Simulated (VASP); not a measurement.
# Si (P6_3/mmc) in VASP: further runs

Si is run at these levels: BLYP; tasks: single point.

All numbers are computed with VASP 6.6.1; they aren't measurements. Logs are shortened: lines on timing, memory, paths and dates and some standing lists are left out, and cuts for length are marked.

**1. The cell of the first run**

It takes space group P6_3/mmc (No. 194, hexagonal). The conventional cell has a = 2.836 Å, b = 2.836 Å, c = 9.451 Å, α = 90.00°, β = 90.00°, γ = 120.00°. Si (site symmetry -3m) has 12 Si at 2.84 to 2.87 Å within 3.7 Å. Within 3.7 Å of Si (site symmetry -6m2) lie 12 Si at 2.84 to 2.87 Å.

This isn't the form of Si at room conditions, which is diamond.

**2. Single point, BLYP (16.46 Å³/atom)**

Input file INCAR:

```
PREC = Accurate
ENCUT = 520
EDIFF = 1E-7
ISMEAR = -1
SIGMA = 0.1
LREAL = F
LASPH = T
NELM = 60
ALGO = Normal
ISIF = 2
LWAVE = F
LCHARG = F
GGA = B5
ALDAX = 1.0
AGGAX = 1.0
AGGAC = 1.0
ALDAC = 0.0
NBANDS = 16
```

Input file KPOINTS:

```
Automatic mesh
0
Gamma
  14 14 4
```

Input file POSCAR:

```
Si
1.0
    2.8363788260      0.0000000000      0.0000000000
   -1.4181894130      2.4563761180      0.0000000000
    0.0000000000      0.0000000000      9.4511994012
Si
4
Direct
    0.0000000000      0.0000000000      0.0000000000
    0.0000000000      0.0000000000      0.5000000000
    0.3333333333      0.6666666667      0.2500000000
    0.6666666667      0.3333333333      0.7500000000
```

Potentials or basis: VASP PAW PBE potentials, release 64 (Si).

On the command line:

```
> cat potpaw_PBE.64/Si/POTCAR > POTCAR
> mpirun -np 1 vasp_std > vasp.out
```

OUTCAR:

```text
PREC = Accurate
   ENCUT = 520
   EDIFF = 1E-7
   ISMEAR = -1
   LREAL = F
   LASPH = T
   NELM = 60
   ISIF = 2
   GGA = B5

 ion  position               nearest neighbor table
   1  0.000  0.000  0.000-   3 2.87   4 2.87   3 2.87   4 2.87   4 2.87   3 2.87
   2  0.000  0.000  0.500-   3 2.87   4 2.87   3 2.87   4 2.87   4 2.87   3 2.87
   3  0.333  0.667  0.250-   1 2.87   2 2.87   1 2.87   2 2.87   1 2.87   2 2.87
   4  0.667  0.333  0.750-   1 2.87   2 2.87   1 2.87   2 2.87   1 2.87   2 2.87

  LATTYP: Found a hexagonal cell.
 ALAT       =     2.8363788260
 C/A-ratio  =     3.3321357904

  Lattice vectors:

 A1 = (   2.8363788260,   0.0000000000,   0.0000000000)
 A2 = (  -1.4181894130,   2.4563761180,   0.0000000000)
 A3 = (   0.0000000000,   0.0000000000,   9.4511994012)

Analysis of symmetry for initial positions (statically):
=====================================================================
 Subroutine PRICEL returns:
 Original cell was already a primitive cell.

 Routine SETGRP: Setting up the symmetry group for a
 hexagonal supercell.

 Subroutine GETGRP returns: Found 24 space group operations
 (whereof 12 operations were pure point group operations)
 out of a pool of 24 trial point group operations.

The static configuration has the point symmetry D_3d.
 The point group associated with its full space group is D_6h.

Analysis of symmetry for dynamics (positions and initial velocities):
=====================================================================
 Subroutine PRICEL returns:
 Original cell was already a primitive cell.

 Routine SETGRP: Setting up the symmetry group for a
 hexagonal supercell.

 Subroutine GETGRP returns: Found 24 space group operations
 (whereof 12 operations were pure point group operations)
 out of a pool of 24 trial point group operations.

The dynamic configuration has the point symmetry D_3d.
 The point group associated with its full space group is D_6h.

 Subroutine INISYM returns: Found 24 space group operations
 (whereof 12 operations are pure point group operations),
 and found     1 'primitive' translations

----------------------------------------------------------------------------------------

                                     Primitive cell

  volume of cell :      65.8485

  direct lattice vectors                    reciprocal lattice vectors
     2.836378826  0.000000000  0.000000000     0.352562214  0.203551889  0.000000000
    -1.418189413  2.456376118  0.000000000     0.000000000  0.407103779  0.000000000
     0.000000000  0.000000000  9.451199401     0.000000000  0.000000000  0.105806677

  length of vectors
     2.836378826  2.836378826  9.451199401     0.407103779  0.407103779  0.105806677

  position of ions in fractional coordinates (direct lattice)
     0.000000000  0.000000000  0.000000000
     0.000000000  0.000000000  0.500000000
     0.333333333  0.666666667  0.250000000
     0.666666667  0.333333333  0.750000000

  ion indices of the primitive-cell ions
   primitive index   ion index
                 1           1
                 2           2
                 3           3
                 4           4

----------------------------------------------------------------------------------------

 KPOINTS: Automatic mesh

Automatic generation of k-mesh.
 Grid dimensions read from file:
 generate k-points for:   14   14    4

 Generating k-lattice:

  Cartesian coordinates                     Fractional coordinates (reciprocal lattice)
     0.025183015  0.014539421  0.000000000     0.071428571  0.000000000  0.000000000
     0.000000000  0.029078841  0.000000000     0.000000000  0.071428571  0.000000000
     0.000000000  0.000000000  0.026451669     0.000000000  0.000000000  0.250000000

  Length of vectors
     0.029078841  0.029078841  0.026451669

  Shift w.r.t. Gamma in fractional coordinates (k-lattice)
     0.000000000  0.000000000  0.000000000

 Subroutine IBZKPT returns following result:
 ===========================================

 Found     72 irreducible k-points:

 Following reciprocal coordinates:
            Coordinates               Weight
  0.000000  0.000000  0.000000      1.000000
  0.071429 -0.000000  0.000000      6.000000
  0.142857  0.000000  0.000000      6.000000
  0.214286 -0.000000  0.000000      6.000000
  0.285714  0.000000  0.000000      6.000000
  0.357143 -0.000000  0.000000      6.000000
[... 16 lines left out ...]
  0.285714  0.285714  0.000000      6.000000
  0.357143  0.285714  0.000000      6.000000
 [... further k-points ...]
   k-points           NKPTS =     72   k-points in BZ     NKDIM =     72   number of bands    NBANDS=     16
   number of dos      NEDOS =    301   number of ions     NIONS =      4
   total plane-waves  NPLWV =  40320
   dimension x,y,z NGX =    24 NGY =   24 NGZ =   70
   dimension x,y,z NGXF=    48 NGYF=   48 NGZF=  140
   ions per type =               4
   NGX,Y,Z   is equivalent  to a cutoff of  14.07, 14.07, 12.31 a.u.
   NGXF,Y,Z  is equivalent  to a cutoff of  28.13, 28.13, 24.63 a.u.
 SYSTEM =  unknown system
   PREC   = accura    normal or accurate (medium, high low for compatibility)
   ISTART =      0    job   : 0-new  1-cont  2-samecut
   ICHARG =      2    charge: 1-file 2-atom 10-const
   ISPIN  =      1    spin polarized calculation?
   LNONCOLLINEAR =      F non collinear calculations
   LSORBIT =      F    spin-orbit coupling
   LASPH  =      T    aspherical Exc in radial PAW
   ENCUT  =  520.0 eV  38.22 Ry    6.18 a.u.   5.27  5.27 17.57*2*pi/ulx,y,z
   NELM   =     60;   NELMIN=  2; NELMDL= -5     # of ELM steps
   EDIFF  = 0.1E-06   stopping-criterion for ELM
   LREAL  =      F    real-space projection
   EDIFFG = 0.1E-05   stopping-criterion for IOM
   NSW    =      0    number of steps for IOM
   IBRION =     -1    ionic relax: 0-MD 1-quasi-New 2-CG
   NFREE  =      0    steps in history (QN), initial steepest desc. (CG)
   ISIF   =      2    stress and relaxation
   ISYM   =      2    0-nonsym 1-usesym 2-fastsym
   POTIM  = 0.5000    time-step for ionic-motion
   TEBEG  =    0.0;   TEEND  =   0.0 temperature during run
   PSTRESS=    0.0 pullay stress
   NELECT =      16.0000    total number of electrons
   NUPDOWN=      -1.0000    fix difference up-down
   EMIN   =  10.00;   EMAX   =-10.00  energy-range for DOS
   EFERMI =   0.00;   METHOD = LEGACY
   ISMEAR =    -1;   SIGMA  =   0.10  broadening in eV -4-tet -1-fermi 0-gaus
   EFERMI_NEDOS =   21; number of points for ismear=-14 and -15
   IALGO  =     38    algorithm
   IMIX   =      4    mixing-type and parameters
     AMIX     =   0.40;   BMIX     =  1.00
     AMIX_MAG =   1.60;   BMIX_MAG =  1.00
  volume/ion in A,a.u.               =      16.46       111.09
  Fermi-wavevector in a.u.,A,eV,Ry     =   1.021565  1.930479 14.198982  1.043596
  Thomas-Fermi vector in A             =   2.155197
   LORBIT       =      0    0 simple, 1 ext, 2 COOP (PROOUT), +10 PAW based schemes
   GGA     = B5    functional components
   LHFCALC =     F    Hartree Fock is set to
   AEXX    =    0.0000 exact exchange contribution
   IVDW    =     0    specifies the selected vdW correction
   LEPSILON=     F    determine dielectric tensor
   LRPA    =     F    only Hartree local field effects (RPA)
 non-spin polarized calculation
  energy-cutoff  :      520.00
  volume of cell :       65.85
 maximum number of plane-waves:      1792
 NGX is ok and might be reduce to    24
   NGX = 11   NGY = 11   NGZ = 35

 number of electron      15.9999999 magnetization

 Free energy of the ion-electron system (eV)
  ---------------------------------------------------
  ext. energy  EPLUGINS =         0.00000000
  ---------------------------------------------------
  free energy    TOTEN  =       -15.15538451 eV

  energy without entropy =      -15.08593032  energy(sigma->0) =      -15.12065741

 E-fermi :   8.9814     XC(G=0): -10.0181

 val. band max:        8.9489475752   @ k =   0.3571   0.1429   0.2500
 cond. band min:       8.9950915553   @ k =   0.4286   0.1429   0.0000
 fundamental gap:      0.0461439801
 Fermi energy:         8.9814135159

 k-point     1 :       0.0000    0.0000    0.0000
  band No.  band energies     occupation
      1      -4.2439      2.00000
      2      -2.6441      2.00000
      3      -2.6439      2.00000
      4       1.4112      2.00000
      5       2.9377      2.00000
      6       9.8587      0.00031
[... 8 lines left out ...]
     15      18.2808      0.00000
     16      18.2808      0.00000

 k-point     2 :       0.0714   -0.0000    0.0000
  band No.  band energies     occupation
      1      -4.1221      2.00000
      2      -2.5231      2.00000
      3      -2.5229      2.00000
      4       1.5313      2.00000
      5       3.0527      2.00000
      6       9.9632      0.00011
[... 8 lines left out ...]
     15      17.9250      0.00000
     16      18.4365      0.00000

 k-point     3 :       0.1429    0.0000    0.0000
  band No.  band energies     occupation
      1      -3.7570      2.00000
      2      -2.1606      2.00000
      3      -2.1605      2.00000
      4       1.8905      2.00000
      5       3.3968      2.00000
      6      10.2655      0.00001
[... 8 lines left out ...]
     15      17.3173      0.00000
     16      18.1278      0.00000

 k-point     4 :       0.2143   -0.0000    0.0000
  band No.  band energies     occupation
      1      -3.1504      2.00000
      2      -1.5591      2.00000
      3      -1.5583      2.00000
      4       2.4859      2.00000
      5       3.9668      2.00000
      6       9.9674      0.00010
[... 8 lines left out ...]
     15      16.0525      0.00000
     16      16.7325      0.00000

 k-point     5 :       0.2857    0.0000    0.0000
  band No.  band energies     occupation
      1      -2.3055      2.00000
      2      -0.7222      2.00000
      3      -0.7198      2.00000
      4       3.3101      2.00000
      5       4.7523      2.00000
      6       7.6652      2.00000
[... 8 lines left out ...]
     15      14.3817      0.00000
     16      15.7698      0.00000

 k-point     6 :       0.3571   -0.0000    0.0000
  band No.  band energies     occupation
      1      -1.2282      2.00000
      2       0.3405      2.00000
      3       0.3482      2.00000
      4       4.3204      2.00000
      5       5.5512      2.00000
      6       5.6716      2.00000
[... 8 lines left out ...]
     15      13.7853      0.00000
     16      15.1158      0.00000
[... 267 lines left out ...]
 k-point    21 :       0.2857    0.2143    0.0000
  band No.  band energies     occupation
      1       0.1942      2.00000
      2       1.7354      2.00000
      3       1.7557      2.00000
      4       5.0667      2.00000
      5       5.8481      2.00000
      6       6.4880      2.00000
[... 8 lines left out ...]
     15      12.9475      0.00000
     16      13.8112      0.00000

 k-point    22 :       0.3571    0.2143    0.0000
  band No.  band energies     occupation
      1       1.5676      2.00000
      2       2.8206      2.00000
      3       3.0895      2.00000
      4       3.6751      2.00000
      5       4.8320      2.00000
      6       4.9200      2.00000
[... 8 lines left out ...]
     15      13.0309      0.00000
     16      14.5915      0.00000

 k-point    23 :       0.2857    0.2857    0.0000
  band No.  band energies     occupation
      1       1.4704      2.00000
      2       2.9365      2.00000
      3       3.0073      2.00000
      4       4.5075      2.00000
      5       5.1595      2.00000
      6       6.0900      2.00000
[... 8 lines left out ...]
     15      11.9417      0.00000
     16      14.6135      0.00000

 k-point    24 :       0.3571    0.2857    0.0000
  band No.  band energies     occupation
      1       2.7396      2.00000
      2       3.1017      2.00000
      3       4.0795      2.00000
      4       4.0953      2.00000
      5       4.7369      2.00000
      6       5.0136      2.00000
[... 8 lines left out ...]
     15      11.7175      0.00000
     16      15.0095      0.00000

 [... further k-points ...]

------------------------ aborting loop because EDIFF is reached ----------------------------------------

  FORCE on cell =-STRESS in cart. coord.  units (eV):
  Direction    XX          YY          ZZ          XY          YZ          ZX
  --------------------------------------------------------------------------------------
  -------------------------------------------------------------------------------------
  Total       -0.0050899     -0.0050899      0.6829137      0.0000000      0.0000000      0.0000000
  in kB       -0.1238435     -0.1238435     16.6161483      0.0000000      0.0000000      0.0000000
  external PRESSURE =       5.4561537 kB  Pullay stress =       0.0000000 kB

 VOLUME and BASIS-vectors are now :
 -----------------------------------------------------------------------------
  energy-cutoff  :      520.00
  volume of cell :       65.85
      direct lattice vectors                 reciprocal lattice vectors
     2.836378826  0.000000000  0.000000000     0.352562214  0.203551889  0.000000000
    -1.418189413  2.456376118  0.000000000     0.000000000  0.407103779  0.000000000
     0.000000000  0.000000000  9.451199401     0.000000000  0.000000000  0.105806677

 POSITION                                       TOTAL-FORCE (eV/Angst)
 -----------------------------------------------------------------------------------
      0.00000      0.00000      0.00000        -0.000000      0.000000     -0.000000
      0.00000      0.00000      4.72560        -0.000000      0.000000     -0.000000
     -0.00000      1.63758      2.36280        -0.000000      0.000000      0.000000
      1.41819      0.81879      7.08840         0.000000     -0.000000      0.000000
 -----------------------------------------------------------------------------------
    total drift:                               -0.000000      0.000000     -0.000000

  FREE ENERGIE OF THE ION-ELECTRON SYSTEM (eV)
  ---------------------------------------------------
  free  energy   TOTEN  =       -15.1553845079 eV

  energy  without entropy=      -15.0859303159  energy(sigma->0) =      -15.12065741
```

Wall time 59 s (1 thread of Intel Xeon Platinum 8488C (Sapphire Rapids), shared host); peak memory 0.21 GiB.

What came out:

```yaml
Free_energy: -15.1554 eV
Pressure: 0.5 GPa
Band_gap_on_the_k_mesh: zero (bands 8 and 9 overlap by 10.00 eV)
```

Caveat: the PAW data sets were made with another functional, which shifts forces and pressure a little.

**3. Single point, BLYP (17.12 Å³/atom)**

This run uses another cell than the first one, of 17.12 Å³/atom.

Input file INCAR:

```
SYSTEM = Si
PREC = Accurate
ENCUT = 520
EDIFF = 1E-7
ISMEAR = -1
SIGMA = 0.1
LREAL = .False.
LASPH = .True.
NELM = 80
ALGO = Normal
ISIF = 2
LWAVE = .False.
LCHARG = .False.
GGA = B5
ALDAX = 1.0
AGGAX = 1.0
AGGAC = 1.0
ALDAC = 0.0
NBANDS = 16
```

Input file KPOINTS:

```
regular mesh
0
Gamma
  14 14 4
  0 0 0
```

Input file POSCAR:

```
Si
1.0
    2.8737038803      0.0000000000      0.0000000000
   -1.4368519402      2.4887005633      0.0000000000
    0.0000000000      0.0000000000      9.5755715507
Si
4
Direct
    0.0000000000      0.0000000000      0.0000000000
    0.0000000000      0.0000000000      0.5000000000
    0.3333333333      0.6666666667      0.2500000000
    0.6666666667      0.3333333333      0.7500000000
```

Potentials or basis: VASP PAW PBE potentials, release 64 (Si).

On the command line:

```
> cat potpaw_PBE.64/Si/POTCAR > POTCAR
> mpirun -np 1 vasp_std > vasp.out
```

OUTCAR:

```text
SYSTEM = Si
   PREC = Accurate
   ENCUT = 520
   EDIFF = 1E-7
   ISMEAR = -1
   LREAL = .False.
   LASPH = .True.
   NELM = 80
   ISIF = 2
   GGA = B5

 ion  position               nearest neighbor table
   1  0.000  0.000  0.000-   3 2.91   4 2.91   4 2.91   3 2.91   4 2.91   3 2.91
   2  0.000  0.000  0.500-   3 2.91   4 2.91   4 2.91   3 2.91   4 2.91   3 2.91
   3  0.333  0.667  0.250-   1 2.91   2 2.91   1 2.91   2 2.91   1 2.91   2 2.91
   4  0.667  0.333  0.750-   1 2.91   2 2.91   1 2.91   2 2.91   1 2.91   2 2.91

  LATTYP: Found a hexagonal cell.
 ALAT       =     2.8737038803
 C/A-ratio  =     3.3321357904
[... 656 lines left out ...]
  --------------------------------------------------------------------------------------
  -------------------------------------------------------------------------------------
  Total       -0.8666242     -0.8666242     -0.0823539      0.0000000      0.0000000     -0.0000000
  in kB      -20.2750543    -20.2750543     -1.9267061      0.0000000      0.0000000     -0.0000000
  external PRESSURE =     -14.1589383 kB  Pullay stress =       0.0000000 kB

 VOLUME and BASIS-vectors are now :
 -----------------------------------------------------------------------------
  energy-cutoff  :      520.00
  volume of cell :       68.48
      direct lattice vectors                 reciprocal lattice vectors
     2.873703880  0.000000000  0.000000000     0.347982966  0.200908059  0.000000000
    -1.436851940  2.488700563  0.000000000     0.000000000  0.401816118  0.000000000
     0.000000000  0.000000000  9.575571551     0.000000000  0.000000000  0.104432409

 POSITION                                       TOTAL-FORCE (eV/Angst)
 -----------------------------------------------------------------------------------
      0.00000      0.00000      0.00000        -0.000000      0.000000     -0.000000
      0.00000      0.00000      4.78779        -0.000000      0.000000     -0.000000
     -0.00000      1.65913      2.39389         0.000000     -0.000000      0.000000
      1.43685      0.82957      7.18168        -0.000000      0.000000      0.000000
 -----------------------------------------------------------------------------------
    total drift:                               -0.000000      0.000000     -0.000000

  FREE ENERGIE OF THE ION-ELECTRON SYSTEM (eV)
  ---------------------------------------------------
  free  energy   TOTEN  =       -15.1478115788 eV

  energy  without entropy=      -15.0767726846  energy(sigma->0) =      -15.11229213
```

OSZICAR:

```text
N       E                     dE             d eps       ncg     rms          rms(c)
DAV:   1     0.232126785789E+02    0.23213E+02   -0.59336E+03  2304   0.810E+02
DAV:   2    -0.138826982064E+02   -0.37095E+02   -0.34506E+02  3144   0.115E+02
DAV:   3    -0.151363818451E+02   -0.12537E+01   -0.12439E+01  3088   0.186E+01
DAV:   4    -0.151447007357E+02   -0.83189E-02   -0.83177E-02  2824   0.206E+00
DAV:   5    -0.151447721793E+02   -0.71444E-04   -0.71443E-04  3048   0.165E-01    0.242E+00
DAV:   6    -0.151451457561E+02   -0.37358E-03   -0.47678E-03  2720   0.387E-01    0.143E+00
DAV:   7    -0.151474490158E+02   -0.23033E-02   -0.11525E-02  2560   0.608E-01    0.951E-02
DAV:   8    -0.151478048000E+02   -0.35578E-03   -0.51253E-04  3096   0.141E-01    0.133E-02
DAV:   9    -0.151478126844E+02   -0.78844E-05   -0.95817E-06  2776   0.187E-02    0.554E-03
DAV:  10    -0.151478116886E+02    0.99588E-06   -0.49246E-07  2968   0.428E-03    0.120E-03
DAV:  11    -0.151478115884E+02    0.10014E-06   -0.54393E-08  1576   0.146E-03    0.384E-04
DAV:  12    -0.151478115788E+02    0.96634E-08   -0.57619E-09  1320   0.547E-04
   1 F= -.15147812E+02 E0= -.15112292E+02  d E =-.710389E-01
```

stdout:

```text
POSCAR found type information on POSCAR Si
 POSCAR found :  1 types and       4 ions
 scaLAPACK will be used
 -----------------------------------------------------------------------------
|                                                                             |
|                                                                             |
|     You enforced a specific xc type in the INCAR file but a different       |
|     I HOPE YOU KNOW WHAT YOU ARE DOING!                                     |
|                                                                             |
 -----------------------------------------------------------------------------

 LDA part: xc-table for (Slater(with rela. corr.)+VWN5), standard interpolation
 POSCAR, INCAR and KPOINTS ok, starting setup
 FFT: planning ... GRIDC
 FFT: planning ... GRID_SOFT
 FFT: planning ... GRID
 WAVECAR not read
 entering main loop
```

It took 60 s on 1 thread of Intel Xeon Platinum 8488C (Sapphire Rapids), shared host; peak memory 0.21 GiB.

Results:

```
Free energy            : -15.1478 eV
Pressure               : -1.4 GPa
Band gap on the k mesh : zero (bands 8 and 9 overlap by 9.63 eV)
```

Caveat: the PAW data sets were made with another functional, which shifts forces and pressure a little.

The gap in the log of VASP goes by the Fermi energy; the results here count the filled bands.